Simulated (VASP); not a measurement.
# Tl in VASP: notebook, part 2 of 2

VASP 6.6.1.

## Step 3: Single point, PBE

This run uses another cell than the first one.

Input file INCAR:

```
ALGO     = Normal         # electronic algorithm
DIPOL    = 0.5 0.5 0.500
EDIFF    = 1E-6           # SCF threshold, eV
ENCUT    = 520            # plane-wave cutoff, eV
GGA      = PE             # functional
IDIPOL   = 3            
ISIF     = 2              # what is computed and relaxed
ISMEAR   = 1              # smearing method
LASPH    = True           # aspherical terms in the spheres
LCHARG   = False          # write CHGCAR
LDIPOL   = True         
LREAL    = False          # projectors in reciprocal space
LWAVE    = False          # write WAVECAR
NBANDS   = 48             # bands
NELM     = 80             # most SCF steps
PREC     = Accurate       # precision mode
SIGMA    = 0.1            # smearing width, eV
```

Input file KPOINTS:

```
k-points
0
Gamma
  11 11 1
```

Input file POSCAR:

```
Tl
1.0
    3.5809177412     -0.0000000003      0.0000000000
    1.7904588709      3.1011657326      0.0000000000
    0.0000000000      0.0000000000     30.1447715360
Tl
6
Direct
    0.6666666667      0.6666666667      0.2686970849
    0.0000000000      0.0000000000      0.3616404481
    0.6666666667      0.6666666667      0.4537462749
    0.0000000000      0.0000000000      0.5462537076
    0.6666666667      0.6666666667      0.6383595647
    0.0000000000      0.0000000000      0.7313029198
```

Potentials or basis: VASP PAW PBE potentials, release 64 (Tl_d).

The run is started by

```console
$ cat potpaw_PBE.64/Tl_d/POTCAR > POTCAR
$ mpirun -np 1 vasp_std > vasp.out
```

OUTCAR:

```text
EDIFF = 1E-6
   ENCUT = 520
   GGA = PE
   ISIF = 2
   ISMEAR = 1
   LASPH = True
   LREAL = False
   NELM = 80
   PREC = Accurate

 ion  position               nearest neighbor table
   1  0.667  0.667  0.269-   2 3.48   2 3.48   2 3.48
   2  0.000  0.000  0.362-   3 3.46   3 3.46   3 3.46   1 3.48   1 3.48   1 3.48
   3  0.667  0.667  0.454-   2 3.46   2 3.46   2 3.46   4 3.47   4 3.47   4 3.47
   4  0.000  0.000  0.546-   5 3.46   5 3.46   5 3.46   3 3.47   3 3.47   3 3.47
   5  0.667  0.667  0.638-   4 3.46   4 3.46   4 3.46   6 3.48   6 3.48   6 3.48
   6  0.000  0.000  0.731-   5 3.48   5 3.48   5 3.48

[... 1020 lines left out ...]
  Total       -0.6596463     -0.6596463      0.0848553     -0.0000000      0.0000000      0.0000000
  in kB       -3.1571148     -3.1571148      0.4061237     -0.0000000      0.0000000      0.0000000
  external PRESSURE =      -1.9693686 kB  Pullay stress =       0.0000000 kB

 VOLUME and BASIS-vectors are now :
 -----------------------------------------------------------------------------
  energy-cutoff  :      520.00
  volume of cell :      334.76
      direct lattice vectors                 reciprocal lattice vectors
     3.580917741 -0.000000000  0.000000000     0.279258020 -0.161229693  0.000000000
     1.790458871  3.101165733  0.000000000     0.000000000  0.322459387  0.000000000
     0.000000000  0.000000000 30.144771536     0.000000000  0.000000000  0.033173249

 POSITION                                       TOTAL-FORCE (eV/Angst)
 -----------------------------------------------------------------------------------
      3.58092      2.06744      8.09981         0.000000      0.000000     -0.015607
      0.00000      0.00000     10.90157        -0.000000      0.000000      0.003650
      3.58092      2.06744     13.67808         0.000000      0.000000      0.005542
      0.00000      0.00000     16.46669        -0.000000     -0.000000     -0.005542
      3.58092      2.06744     19.24320         0.000000     -0.000000     -0.003650
      0.00000      0.00000     22.04496        -0.000000     -0.000000      0.015607
 -----------------------------------------------------------------------------------
    total drift:                               -0.000001     -0.000000      0.000493

  FREE ENERGIE OF THE ION-ELECTRON SYSTEM (eV)
  ---------------------------------------------------
  free  energy   TOTEN  =       -12.9945593602 eV

  energy  without entropy=      -12.9978653149  energy(sigma->0) =      -12.99566135

 vacuum level on the upper side and lower side of the slab         5.115         5.115
```

stdout:

```text
POSCAR found type information on POSCAR Tl
 POSCAR found :  1 types and       6 ions
 scaLAPACK will be used
 LDA part: xc-table for (Slater+PW92), standard interpolation
 POSCAR, INCAR and KPOINTS ok, starting setup
 FFT: planning ... GRIDC
 FFT: planning ... GRID_SOFT
 FFT: planning ... GRID
 WAVECAR not read
 entering main loop
```

Run time: 3.3 min. Hardware: 1 thread of Intel Xeon 6975P-C (Granite Rapids), shared host; peak memory 0.52 GiB.

Results:

- Free energy: -12.9946 eV
- Largest force: 0.016 eV/Å
- Band gap on the k mesh: zero (bands 39 and 40 overlap by 2.51 eV)

Forces in eV/Å, atoms in the order of the input:
```
Tl   0.000  0.000 -0.016
Tl   0.000  0.000  0.004
Tl   0.000  0.000  0.006
Tl   0.000  0.000 -0.006
Tl   0.000  0.000 -0.004
Tl   0.000  0.000  0.016
```

Caveat: spin-orbit coupling is left out, which moves the levels of the heavy elements.

## Step 4: Single point, PBEsol

This run uses another cell than the first one.

Input file INCAR:

```
PREC = Accurate
ENCUT = 520
EDIFF = 1E-7
ISMEAR = 1
SIGMA = 0.1
LREAL = F
LASPH = T
NELM = 80
ALGO = Normal
ISIF = 2
LWAVE = F
LCHARG = F
LDIPOL = T
IDIPOL = 3
DIPOL = 0.5 0.5 0.500
GGA = PS
NBANDS = 48
```

Input file KPOINTS:

```
regular mesh
0
Gamma
  11 11 1
```

Input file POSCAR:

```
Tl
1.0
    3.4617901980      0.0000000000      0.0000000000
    1.7308950990      2.9979982540      0.0000000000
    0.0000000000      0.0000000000     37.7797228180
Tl
6
Direct
    0.6666666667      0.6666666667      0.3176307052
    0.0000000000      0.0000000000      0.3905784231
    0.6666666667      0.6666666667      0.4635261410
    0.0000000000      0.0000000000      0.5364738590
    0.6666666667      0.6666666667      0.6094215769
    0.0000000000      0.0000000000      0.6823692948
```

Potentials or basis: VASP PAW PBE potentials, release 64 (Tl_d).

The run is started by

```console
$ cat potpaw_PBE.64/Tl_d/POTCAR > POTCAR
$ mpirun -np 1 vasp_std > vasp.out
```

OUTCAR:

```text
PREC = Accurate
   ENCUT = 520
   EDIFF = 1E-7
   ISMEAR = 1
   LREAL = F
   LASPH = T
   NELM = 80
   ISIF = 2
   GGA = PS

 ion  position               nearest neighbor table
   1  0.667  0.667  0.318-   2 3.40   2 3.40   2 3.40
   2  0.000  0.000  0.391-   1 3.40   3 3.40   1 3.40   3 3.40   1 3.40   3 3.40
   3  0.667  0.667  0.464-   2 3.40   2 3.40   2 3.40   4 3.40   4 3.40   4 3.40
   4  0.000  0.000  0.536-   5 3.40   5 3.40   5 3.40   3 3.40   3 3.40   3 3.40
   5  0.667  0.667  0.609-   4 3.40   6 3.40   4 3.40   6 3.40   4 3.40   6 3.40
   6  0.000  0.000  0.682-   5 3.40   5 3.40   5 3.40

[... 1019 lines left out ...]
  Total       -0.8815879     -0.8815879     -0.9701270      0.0000000      0.0000000      0.0000000
  in kB       -3.6023452     -3.6023452     -3.9641337      0.0000000      0.0000000      0.0000000
  external PRESSURE =      -3.7229414 kB  Pullay stress =       0.0000000 kB

 VOLUME and BASIS-vectors are now :
 -----------------------------------------------------------------------------
  energy-cutoff  :      520.00
  volume of cell :      392.09
      direct lattice vectors                 reciprocal lattice vectors
     3.461790198  0.000000000  0.000000000     0.288867881 -0.166777949  0.000000000
     1.730895099  2.997998254  0.000000000     0.000000000  0.333555898  0.000000000
     0.000000000  0.000000000 37.779722818     0.000000000  0.000000000  0.026469225

 POSITION                                       TOTAL-FORCE (eV/Angst)
 -----------------------------------------------------------------------------------
      3.46179      1.99867     12.00000         0.000000      0.000000      0.048843
      0.00000      0.00000     14.75594        -0.000000     -0.000000      0.029072
      3.46179      1.99867     17.51189        -0.000000     -0.000000     -0.010524
      0.00000      0.00000     20.26783         0.000000      0.000000      0.010524
      3.46179      1.99867     23.02378         0.000000      0.000000     -0.029072
      0.00000      0.00000     25.77972        -0.000000     -0.000000     -0.048843
 -----------------------------------------------------------------------------------
    total drift:                               -0.000001     -0.000000     -0.000030

  FREE ENERGIE OF THE ION-ELECTRON SYSTEM (eV)
  ---------------------------------------------------
  free  energy   TOTEN  =       -15.3120693323 eV

  energy  without entropy=      -15.3127755243  energy(sigma->0) =      -15.31230473

 vacuum level on the upper side and lower side of the slab         4.330         4.330
```

OSZICAR:

```text
N       E                     dE             d eps       ncg     rms          rms(c)
DAV:   1     0.444956027845E+03    0.44496E+03   -0.38033E+04  1744   0.136E+03
DAV:   2     0.213386517298E+00   -0.44474E+03   -0.43131E+03  1720   0.299E+02
DAV:   3    -0.153342542935E+02   -0.15548E+02   -0.15297E+02  1800   0.458E+01
[... 19 lines left out ...]
DAV:  23    -0.153120672809E+02   -0.43745E-05   -0.17034E-07  1040   0.119E-03    0.208E-04
DAV:  24    -0.153120687122E+02   -0.14313E-05   -0.49875E-08  1032   0.114E-03    0.148E-04
DAV:  25    -0.153120691355E+02   -0.42335E-06   -0.10097E-08  1008   0.536E-04    0.523E-05
DAV:  26    -0.153120693127E+02   -0.17714E-06   -0.36981E-09   992   0.299E-04    0.384E-05
DAV:  27    -0.153120693323E+02   -0.19667E-07    0.32710E-10  1000   0.137E-04
   1 F= -.15312069E+02 E0= -.15312305E+02  d E =0.706192E-03
```

Wall time 5.6 min (1 thread of Intel Xeon 6975P-C (Granite Rapids), shared host); peak memory 0.62 GiB.

Results:

- Free energy: -15.3121 eV
- Largest force: 0.049 eV/Å
- Band gap on the k mesh: zero (bands 39 and 40 overlap by 2.78 eV)

Forces on the atoms (eV/Å):
```
Tl   0.000  0.000  0.049
Tl   0.000  0.000  0.029
Tl   0.000  0.000 -0.011
Tl   0.000  0.000  0.011
Tl   0.000  0.000 -0.029
Tl   0.000  0.000 -0.049
```

Levels at points of the mesh, in eV from the Fermi level:
```
           k point  band 36  band 37  band 38  band 39  band 40  band 41
(0.00, 0.00, 0.00)    -5.64    -2.31    -0.91     0.91     2.63     3.45
```

Caveat: the PAW data sets were made with another functional, which shifts forces and pressure a little; spin-orbit coupling is left out, which moves the levels of the heavy elements.

## Step 5: The runs side by side

| level | cell | gap on the mesh (eV) | largest force (eV/Å) |
| --- | --- | --- | --- |
| PBEsol | a = 3.462, b = 3.462, c = 29.780 Å, angles 90.0, 90.0, 60.0°, 6 atoms, atomic positions A | none | 0.05 |
| PBE | a = 3.581, b = 3.581, c = 30.145 Å, angles 90.0, 90.0, 60.0°, 6 atoms, atomic positions B | none | 0.02 |
| PBEsol | a = 3.462, b = 3.462, c = 37.780 Å, angles 90.0, 90.0, 60.0°, 6 atoms, atomic positions A | none | 0.05 |

Alike in all rows: task single point; potentials or basis VASP PAW PBE potentials, release 64 (Tl_d); no spin polarisation; k mesh 11 × 11 × 1; cutoff (eV) 520; smearing methfessel-paxton 0.1 eV.

Caveats: spin-orbit coupling is left out, which moves the levels of the heavy elements; the PAW data sets were made with another functional, which shifts forces and pressure a little (at least some runs).

Absolute energies hang on the potentials; compare differences alone.
